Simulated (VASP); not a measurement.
# Mg3SeS2 (Fmmm) in VASP: relaxation of cell and atoms with PBE

Aim: the relaxation of cell and atoms of Mg3SeS2 with PBE.

Program: VASP 6.6.1. These are calculated values, not measurements. Logs are shortened: lines on timing, memory, paths and dates and some standing lists are left out, and cuts for length are marked.

### 1 The cell of the first run

Symmetry: Fmmm, No. 69, orthorhombic system. Conventional cell: a = 5.353 Å, b = 10.035 Å, c = 12.736 Å, α = 90.00°, β = 90.00°, γ = 90.00°. Within 3.5 Å of Mg (site symmetry mm2) lie 1 Se at 2.65 Å and 2 Mg at 2.88 Å. Within 3.3 Å of Mg (site symmetry mmm) lie 2 S at 2.49 Å and 2 Se at 2.68 Å. Se (site symmetry mmm) has 2 S at 2.52 Å and 4 Mg at 2.65 to 2.68 Å within 3.3 Å. Within 3.3 Å of S (site symmetry m2m) lie 1 Mg at 2.49 Å and 1 Se at 2.52 Å and 2 S at 2.68 Å.

The cell was generated, and may not be a known phase.

### 2 Relaxation of cell and atoms, PBE

INCAR

```
PREC = Accurate ; ENCUT = 600
EDIFF = 1E-7 ; ISMEAR = 0
SIGMA = 0.1 ; LREAL = False
LASPH = True ; NELM = 60
ALGO = Normal ; ISIF = 3
LWAVE = False ; LCHARG = False
GGA = PE ; IBRION = 2
NSW = 100 ; EDIFFG = -0.01
LUSENCCL = False
```

KPOINTS

```
Automatic mesh
0
Gamma
  8 8 8
```

POSCAR

```
Mg3SeS2
1.0
    0.0000000000      5.0173941507      6.3677682769
    2.6763798737      0.0000000000      6.3677682769
    2.6763798737      5.0173941507      0.0000000000
Mg Se S
3 1 2
Direct
    0.2080494813      0.2080494813      0.7919505187
    0.7919505187      0.7919505187      0.2080494813
    0.5000000000      0.5000000000      0.5000000000
    0.0000000000      0.0000000000      0.0000000000
    0.2515984265      0.7484015735      0.2515984265
    0.7484015735      0.2515984265      0.7484015735
```

Potentials or basis: VASP PAW PBE potentials, release 64 (Mg, Se, S).

The run is started by

```console
cat potpaw_PBE.64/Mg/POTCAR potpaw_PBE.64/Se/POTCAR potpaw_PBE.64/S/POTCAR > POTCAR
mpirun -np 1 vasp_std > vasp.out
```

OUTCAR:

```text
PREC = Accurate
   ENCUT = 600
   EDIFF = 1E-7
   ISMEAR = 0
   LREAL = False
   LASPH = True
   NELM = 60
   ISIF = 3
   GGA = PE
   IBRION = 2
   NSW = 100
   EDIFFG = -0.01

 ion  position               nearest neighbor table
   1  0.208  0.208  0.792-   4 2.65   2 2.88   2 2.88
   2  0.792  0.792  0.208-   4 2.65   1 2.88   1 2.88
   3  0.500  0.500  0.500-   5 2.49   6 2.49   4 2.68   4 2.68
   4  0.000  0.000  0.000-   5 2.52   6 2.52   1 2.65   2 2.65   3 2.68   3 2.68
   5  0.252  0.748  0.252-   3 2.49   4 2.52   6 2.68   6 2.68
   6  0.748  0.252  0.748-   3 2.49   4 2.52   5 2.68   5 2.68

  LATTYP: Found a face centered orthorhombic cell.
 ALAT       =     5.3527597474
 B/A-ratio  =     1.8746943212
 C/A-ratio  =     2.3792468100

  Lattice vectors:

 A1 = (   0.0000000000,   5.0173941507,   6.3677682769)
 A2 = (   2.6763798737,   0.0000000000,   6.3677682769)
 A3 = (   2.6763798737,   5.0173941507,   0.0000000000)

Analysis of symmetry for initial positions (statically):
=====================================================================
 Subroutine PRICEL returns:
 Original cell was already a primitive cell.

 Routine SETGRP: Setting up the symmetry group for a
 face centered orthorhombic supercell.

 Subroutine GETGRP returns: Found  8 space group operations
 (whereof  8 operations were pure point group operations)
 out of a pool of  8 trial point group operations.

The static configuration has the point symmetry D_2h.

Analysis of symmetry for dynamics (positions and initial velocities):
=====================================================================
 Subroutine PRICEL returns:
 Original cell was already a primitive cell.

 Routine SETGRP: Setting up the symmetry group for a
 face centered orthorhombic supercell.

 Subroutine GETGRP returns: Found  8 space group operations
 (whereof  8 operations were pure point group operations)
 out of a pool of  8 trial point group operations.

The dynamic configuration has the point symmetry D_2h.

 Subroutine INISYM returns: Found  8 space group operations
 (whereof  8 operations are pure point group operations),
 and found     1 'primitive' translations

----------------------------------------------------------------------------------------

                                     Primitive cell

  volume of cell :     171.0186

  direct lattice vectors                    reciprocal lattice vectors
     0.000000000  5.017394151  6.367768277    -0.186819519  0.099653323  0.078520445
     2.676379874  0.000000000  6.367768277     0.186819519 -0.099653323  0.078520445
     2.676379874  5.017394151  0.000000000     0.186819519  0.099653323 -0.078520445

  length of vectors
     8.106954847  6.907349858  5.686585381     0.225826875  0.225826875  0.225826875

  position of ions in fractional coordinates (direct lattice)
     0.208049481  0.208049481  0.791950519
     0.791950519  0.791950519  0.208049481
     0.500000000  0.500000000  0.500000000
     0.000000000  0.000000000  0.000000000
     0.251598427  0.748401573  0.251598427
     0.748401573  0.251598427  0.748401573

  ion indices of the primitive-cell ions
   primitive index   ion index
                 1           1
                 2           2
                 3           3
                 4           4
                 5           5
                 6           6

----------------------------------------------------------------------------------------

 KPOINTS: Automatic mesh

Automatic generation of k-mesh.
 Grid dimensions read from file:
 generate k-points for:    8    8    8

 Generating k-lattice:

  Cartesian coordinates                     Fractional coordinates (reciprocal lattice)
    -0.023352440  0.012456665  0.009815056     0.125000000  0.000000000  0.000000000
     0.023352440 -0.012456665  0.009815056     0.000000000  0.125000000  0.000000000
     0.023352440  0.012456665 -0.009815056     0.000000000  0.000000000  0.125000000

  Length of vectors
     0.028228359  0.028228359  0.028228359

  Shift w.r.t. Gamma in fractional coordinates (k-lattice)
     0.000000000  0.000000000  0.000000000

 Subroutine IBZKPT returns following result:
 ===========================================

 Found     95 irreducible k-points:

 Following reciprocal coordinates:
            Coordinates               Weight
  0.000000  0.000000  0.000000      1.000000
  0.125000  0.000000  0.000000      8.000000
  0.250000  0.000000  0.000000      8.000000
  0.375000  0.000000  0.000000      8.000000
  0.500000  0.000000  0.000000      4.000000
  0.125000  0.125000  0.000000      2.000000
[... 16 lines left out ...]
  0.250000  0.000000  0.125000      8.000000
  0.375000  0.000000  0.125000      8.000000
 [... further k-points ...]
   k-points           NKPTS =     95   k-points in BZ     NKDIM =     95   number of bands    NBANDS=     16
   number of dos      NEDOS =    301   number of ions     NIONS =      6
   total plane-waves  NPLWV = 188160
   dimension x,y,z NGX =    70 NGY =   56 NGZ =   48
   dimension x,y,z NGXF=   140 NGYF=  112 NGZF=   96
   ions per type =               3   1   2
   NGX,Y,Z   is equivalent  to a cutoff of  14.35, 13.48, 14.03 a.u.
   NGXF,Y,Z  is equivalent  to a cutoff of  28.71, 26.96, 28.07 a.u.
 SYSTEM =  unknown system
   PREC   = accura    normal or accurate (medium, high low for compatibility)
   ISTART =      0    job   : 0-new  1-cont  2-samecut
   ICHARG =      2    charge: 1-file 2-atom 10-const
   ISPIN  =      1    spin polarized calculation?
   LNONCOLLINEAR =      F non collinear calculations
   LSORBIT =      F    spin-orbit coupling
   LASPH  =      T    aspherical Exc in radial PAW
   ENCUT  =  600.0 eV  44.10 Ry    6.64 a.u.  16.19 13.80 11.36*2*pi/ulx,y,z
   NELM   =     60;   NELMIN=  2; NELMDL= -5     # of ELM steps
   EDIFF  = 0.1E-06   stopping-criterion for ELM
   LREAL  =      F    real-space projection
   EDIFFG = -.1E-01   stopping-criterion for IOM
   NSW    =    100    number of steps for IOM
   IBRION =      2    ionic relax: 0-MD 1-quasi-New 2-CG
   NFREE  =      1    steps in history (QN), initial steepest desc. (CG)
   ISIF   =      3    stress and relaxation
   ISYM   =      2    0-nonsym 1-usesym 2-fastsym
   POTIM  = 0.5000    time-step for ionic-motion
   TEBEG  =    0.0;   TEEND  =   0.0 temperature during run
   PSTRESS=    0.0 pullay stress
   NELECT =      24.0000    total number of electrons
   NUPDOWN=      -1.0000    fix difference up-down
   EMIN   =  10.00;   EMAX   =-10.00  energy-range for DOS
   EFERMI =   0.00;   METHOD = LEGACY
   ISMEAR =     0;   SIGMA  =   0.10  broadening in eV -4-tet -1-fermi 0-gaus
   EFERMI_NEDOS =   21; number of points for ismear=-14 and -15
   IALGO  =     38    algorithm
   IMIX   =      4    mixing-type and parameters
     AMIX     =   0.40;   BMIX     =  1.00
     AMIX_MAG =   1.60;   BMIX_MAG =  1.00
  volume/ion in A,a.u.               =      28.50       192.35
  Fermi-wavevector in a.u.,A,eV,Ry     =   0.850741  1.607668  9.847362  0.723761
  Thomas-Fermi vector in A             =   1.966766
   LORBIT       =      0    0 simple, 1 ext, 2 COOP (PROOUT), +10 PAW based schemes
   GGA     = PE    functional components
   LHFCALC =     F    Hartree Fock is set to
   AEXX    =    0.0000 exact exchange contribution
   IVDW    =     0    specifies the selected vdW correction
   LEPSILON=     F    determine dielectric tensor
   LRPA    =     F    only Hartree local field effects (RPA)
 conjugate gradient relaxation of ions
 non-spin polarized calculation
 Gauss-broadening in eV      SIGMA  =   0.10
  energy-cutoff  :      600.00
  volume of cell :      171.02
 maximum number of plane-waves:      5747
 NGX is ok and might be reduce to    70
   NGX = 33   NGY = 27   NGZ = 23

--------------------------------------- Ionic step        1  -------------------------------------------

 number of electron      23.9999999 magnetization

 Free energy of the ion-electron system (eV)
  ---------------------------------------------------
  ext. energy  EPLUGINS =         0.00000000
  ---------------------------------------------------
  free energy    TOTEN  =       -16.40367327 eV

  energy without entropy =      -16.39291231  energy(sigma->0) =      -16.39829279

------------------------ aborting loop because EDIFF is reached ----------------------------------------

  FORCE on cell =-STRESS in cart. coord.  units (eV):
  Direction    XX          YY          ZZ          XY          YZ          ZX
  --------------------------------------------------------------------------------------
  -------------------------------------------------------------------------------------
  Total        2.2704507     -2.5577008     -0.0653092      0.0000000      0.0000000      0.0000000
  in kB       21.2705855    -23.9616706     -0.6118458      0.0000000      0.0000000      0.0000000
  external PRESSURE =      -1.1009770 kB  Pullay stress =       0.0000000 kB

 VOLUME and BASIS-vectors are now :
 -----------------------------------------------------------------------------
  energy-cutoff  :      600.00
  volume of cell :      171.02
      direct lattice vectors                 reciprocal lattice vectors
     0.000000000  5.017394151  6.367768277    -0.186819519  0.099653323  0.078520445
     2.676379874  0.000000000  6.367768277     0.186819519 -0.099653323  0.078520445
     2.676379874  5.017394151  0.000000000     0.186819519  0.099653323 -0.078520445
[... 121 lines left out ...]
 POSITION                                       TOTAL-FORCE (eV/Angst)
 -----------------------------------------------------------------------------------
      2.72976      4.91375      2.64534         0.000000      0.000000      0.011122
      2.72976      4.91375     10.09153        -0.000000      0.000000     -0.011122
      2.72976      4.91375      6.36844         0.000000      0.000000      0.000000
      2.72976      9.82751      6.36844         0.000000      0.000000      0.000000
      2.72976      2.48094      6.36844         0.000000      0.022535      0.000000
      2.72976      7.34657      6.36844        -0.000000     -0.022535      0.000000
 -----------------------------------------------------------------------------------
    total drift:                                0.000000      0.000000      0.000000

  FREE ENERGIE OF THE ION-ELECTRON SYSTEM (eV)
  ---------------------------------------------------
  free  energy   TOTEN  =       -16.4554315748 eV

  energy  without entropy=      -16.4472855306  energy(sigma->0) =      -16.45135855

--------------------------------------- Ionic step        5  -------------------------------------------

 number of electron      23.9999999 magnetization

 Free energy of the ion-electron system (eV)
  ---------------------------------------------------
  ext. energy  EPLUGINS =         0.00000000
  ---------------------------------------------------
  free energy    TOTEN  =       -16.45546026 eV

  energy without entropy =      -16.44726114  energy(sigma->0) =      -16.45136070

 E-fermi :   2.1155     XC(G=0):  -7.7759

 val. band max:        2.1107134330   @ k =   0.5000  -0.1250   0.3750
 cond. band min:       2.1187300589   @ k =  -0.3750   0.3750   0.0000
 fundamental gap:      0.0080166259
 Fermi energy:         2.1155313933

 k-point     1 :       0.0000    0.0000    0.0000
  band No.  band energies     occupation
      1     -13.0922      2.00000
      2     -10.0280      2.00000
      3      -9.4779      2.00000
      4      -4.2044      2.00000
      5      -3.0951      2.00000
      6      -2.9578      2.00000
[... 8 lines left out ...]
     15       4.3714      0.00000
     16       5.1255      0.00000
[... 419 lines left out ...]
 k-point    24 :       0.3750    0.0000    0.1250
  band No.  band energies     occupation
      1     -12.7901      2.00000
      2     -10.8328      2.00000
      3      -9.3441      2.00000
      4      -4.0430      2.00000
      5      -2.9125      2.00000
      6      -2.6594      2.00000
[... 8 lines left out ...]
     15       3.8516      0.00000
     16       4.5629      0.00000

 [... further k-points ...]

------------------------ aborting loop because EDIFF is reached ----------------------------------------

  FORCE on cell =-STRESS in cart. coord.  units (eV):
  Direction    XX          YY          ZZ          XY          YZ          ZX
  --------------------------------------------------------------------------------------
  -------------------------------------------------------------------------------------
  Total       -0.0334924     -0.0575220      0.0116400      0.0000000      0.0000000      0.0000000
  in kB       -0.3138471     -0.5390222      0.1090749      0.0000000      0.0000000      0.0000000
  external PRESSURE =      -0.2479315 kB  Pullay stress =       0.0000000 kB

 VOLUME and BASIS-vectors are now :
 -----------------------------------------------------------------------------
  energy-cutoff  :      600.00
  volume of cell :      170.98
      direct lattice vectors                 reciprocal lattice vectors
     0.000000000  4.914938527  6.369818753    -0.183107848  0.101730672  0.078495169
     2.730631188  0.000000000  6.369818753     0.183107848 -0.101730672  0.078495169
     2.730631188  4.914938527  0.000000000     0.183107848  0.101730672 -0.078495169

 POSITION                                       TOTAL-FORCE (eV/Angst)
 -----------------------------------------------------------------------------------
      2.73063      4.91494      2.64621         0.000000      0.000000      0.008502
      2.73063      4.91494     10.09343        -0.000000      0.000000     -0.008502
      2.73063      4.91494      6.36982         0.000000      0.000000     -0.000000
      0.00000      0.00000      0.00000         0.000000      0.000000      0.000000
      2.73063      2.48275      6.36982         0.000000      0.005578      0.000000
      2.73063      7.34713      6.36982        -0.000000     -0.005578      0.000000
 -----------------------------------------------------------------------------------
    total drift:                                0.000000      0.000000      0.000000

  FREE ENERGIE OF THE ION-ELECTRON SYSTEM (eV)
  ---------------------------------------------------
  free  energy   TOTEN  =       -16.4554602613 eV

  energy  without entropy=      -16.4472611402  energy(sigma->0) =      -16.45136070

 reached required accuracy - stopping structural energy minimisation
```

Wall time 10 min (1 × NVIDIA H100 80GB with 1 thread of Intel Xeon Platinum 8481C at 2.70GHz (Sapphire Rapids), shared host); peak memory 1.6 GiB.

What came out:

| Quantity | Value |
| --- | --- |
| Free energy | -16.4555 eV |
| Relaxed volume | 28.50 Å³/atom |
| Relaxed cell | a = 8.046 Å, b = 6.930 Å, c = 5.623 Å, α = 78.97°, β = 57.72°, γ = 43.31° |
| Space group after relaxing (to 0.1 Å) | Fmmm (No. 69) |
| Energy gained by relaxing | 8.6 meV/atom |
| Ionic steps | 5 |
| Pressure after relaxing | 0.0 GPa |
| Largest force after relaxing | 0.009 eV/Å |
| Band gap on the k mesh | zero (bands 12 and 13 overlap by 2.28 eV) |

Forces in eV/Å, atoms in the order of the input:
```
Mg   0.000  0.000  0.009
Mg   0.000  0.000 -0.009
Mg   0.000  0.000  0.000
Se   0.000  0.000  0.000
S    0.000  0.006  0.000
S    0.000 -0.006  0.000
```

The path:
```csv
step,energy change (eV),largest force (eV/Å),pressure (GPa),volume (Å³)
1,0.0000,0.1087,-0.11,171.02
2,-0.0512,0.0741,0.08,170.47
3,-0.0513,0.0738,0.09,170.45
4,-0.0518,0.0225,0.00,170.84
5,-0.0518,0.0085,-0.02,170.98
```

Final structure:
```yaml
crystal:
  lattice:
    - [0.00000, 4.91494, 6.36982]
    - [2.73063, 0.00000, 6.36982]
    - [2.73063, 4.91494, 0.00000]
  atoms:
    - { symbol: Mg, position: [0.20771, 0.20771, 0.79229] }
    - { symbol: Mg, position: [0.79229, 0.79229, 0.20771] }
    - { symbol: Mg, position: [0.50000, 0.50000, 0.50000] }
    - { symbol: Se, position: [0.00000, 0.00000, 0.00000] }
    - { symbol: S, position: [0.25257, 0.74743, 0.25257] }
    - { symbol: S, position: [0.74743, 0.25257, 0.74743] }
```
